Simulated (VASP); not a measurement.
A run of VASP 6.6.1 is set up as follows.

INCAR

```
PREC = Accurate
ENCUT = 520
EDIFF = 1E-6
ISMEAR = 0
SIGMA = 0.01
LREAL = Auto
LASPH = T
NELM = 100
ALGO = Normal
ISIF = 2
LWAVE = F
LCHARG = F
GGA = PE
NBANDS = 100
```

File KPOINTS:

```
regular mesh
0
Gamma
  1 1 1
```

POSCAR

```
In8O11
1.0
    5.4870000000      3.1679210000      9.6733330000
   -2.7435000000      1.5839600000      4.8366670000
    0.0000000000     -3.1679210000      4.8366670000
In O
8 11
Direct
    0.1835010000      0.3487410000      0.3546030000
    0.0695980000      0.1434730000      0.1370540000
    0.3227060000      0.6350350000      0.6429720000
    0.4288610000      0.8570000000      0.8649240000
    0.6760880000      0.3564070000      0.3572340000
    0.5741190000      0.1480510000      0.1425780000
    0.8239520000      0.6405570000      0.6438840000
    0.9301620000      0.8541660000      0.8550930000
    0.2700220000      0.9401820000      0.2466020000
    0.1242900000      0.5432940000      0.9514680000
    0.2284950000      0.0517390000      0.7505110000
    0.5267400000      0.7510720000      0.4572310000
    0.3747780000      0.4559860000      0.0387680000
    0.7787570000      0.9430530000      0.2510770000
    0.4779670000      0.2449780000      0.5573820000
    0.6217560000      0.5496620000      0.9491770000
    0.7280980000      0.0451720000      0.7403640000
    0.0217670000      0.7487110000      0.4575360000
    0.8791550000      0.4483060000      0.0442860000
```

Potentials or basis: VASP PAW PBE potentials, release 64 (In_d, O).

Run with:

```sh
$ cat potpaw_PBE.64/In_d/POTCAR potpaw_PBE.64/O/POTCAR > POTCAR
$ mpirun -np 1 vasp_gam > vasp.out
```

(1) Estimate the pressure.

(2) Predict the largest force.

Results:

(1) 10.2 GPa.

(2) 1.957 eV/Å.

Caveat: the k points lie up to 1.32 Å⁻¹ apart, too coarse for converged energies, forces and pressures; forces of over 1 eV/Å act on the atoms, so gaps and moduli don't describe the material at rest.
